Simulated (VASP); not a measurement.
## ZrS: single point with PBEsol

The system is ZrS.

```
CELL_PARAMETERS angstrom
0.00000 2.62500 2.54625
2.62500 0.00000 2.54625
2.62500 2.62500 0.00000
ATOMIC_POSITIONS crystal
Zr 0.00000 0.00000 0.00000
S 0.50000 0.50000 0.50000
```

This cell differs from its parent crystal: strain +0.000 along x and y, -0.030 along z.

| Item | Value |
| --- | --- |
| Program | VASP 6.6.1 |
| Task | single point |
| Functional | PBEsol |
| Potentials or basis | VASP PAW PBE potentials, release 64 (Zr_sv, S) |
| Cutoff | 520 eV |
| k mesh | 16 × 16 × 16 |
| Occupations | gaussian, width 0.15 eV |
| Spin | no spin polarisation |
| Dipole correction | no |
| Further INCAR settings | ALGO = Normal; EDIFF = 1e-07; NBANDS = 16 |

```json
{"Pressure": "-2.0 GPa", "Band gap on the k mesh": "zero (bands 9 and 10 overlap by 3.01 eV)"}
```

Stress tensor (GPa, compression positive):
```
-5.11  0.00  0.00
 0.00 -5.11  0.00
 0.00  0.00  4.24
```

Levels at points of the mesh, in eV from the Fermi level:
| k point | band 6 | band 7 | band 8 | band 9 | band 10 | band 11 | band 12 | band 13 |
| --- | --- | --- | --- | --- | --- | --- | --- | --- |
| (0.00, 0.00, 0.00) | -3.55 | -3.55 | -3.45 | -1.53 | -1.53 | -1.21 | -0.78 | -0.70 |
| (0.50, 0.00, 0.00) | -8.18 | -6.10 | -6.07 | 1.48 | 1.61 | 1.90 | 1.90 | 5.64 |
| (0.50, 0.50, 0.00) | -6.16 | -4.57 | -4.57 | -3.58 | 0.63 | 2.46 | 2.46 | 2.92 |
| (0.50, 0.00, 0.50) | -6.37 | -4.44 | -4.40 | -3.60 | 0.46 | 2.39 | 2.59 | 2.95 |

Run time: 2.5 min on 1 thread of Intel(R) Xeon(R) Platinum 8259CL CPU @ 2.50GHz (Skylake/Cascade Lake) (shared host), peak memory 0.31 GiB.

Caveat: the cell differs from its parent crystal (strain +0.000 along x and y, -0.030 along z); the PAW data sets were made with another functional, which shifts forces and pressure a little.
